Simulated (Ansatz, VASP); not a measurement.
**PC2 in VASP and in Ansatz**

```xyz
6
Lattice="2.8465 0.0000 0.0000 -1.4233 2.4652 0.0000 0.0000 0.0000 7.0411" Properties=species:S:1:pos:R:3 pbc="T T T"
P     0.0000    0.0000    0.0000
P     0.0000    0.0000    3.5206
C     0.0000    1.6434    5.9884
C     0.0000    1.6434    4.5733
C     1.4233    0.8217    1.0527
C     1.4233    0.8217    2.4678
```

Change from the starting cell: species swapped into the MnO2 type (P6_3/mmc, No. 194).

Alike in both runs: task relaxation of cell and atoms; functional PBE; k mesh 6 × 6 × 4; occupations gaussian, width 0.1 eV; no spin polarisation.

```csv
,VASP,Ansatz
version,VASP 6.6.1,Ansatz 0.2.0
potentials or method,"VASP PAW PBE potentials, release 64 (P, C), cutoff 600 eV","scalar-relativistic, plane waves, PAW"
valence electrons in the cell,26,26
```

VASP gave:

| Property | Result |
| --- | --- |
| gap on the k mesh at the Fermi level, each at its own relaxed structure (eV) | none |
| relaxed volume (Å³/atom) | 8.26 |
| relaxed cell length with the largest relative difference (Å) | 2.860 |

What did Ansatz give for the same quantities?

gap on the k mesh at the Fermi level, each at its own relaxed structure (eV): none; relaxed volume (Å³/atom): 8.28; relaxed cell length with the largest relative difference (Å): 2.862.

A gap of «none» marks a metal or a gap that the smearing closes.

The k mesh is coarse, so the values compare programs but aren't converged.
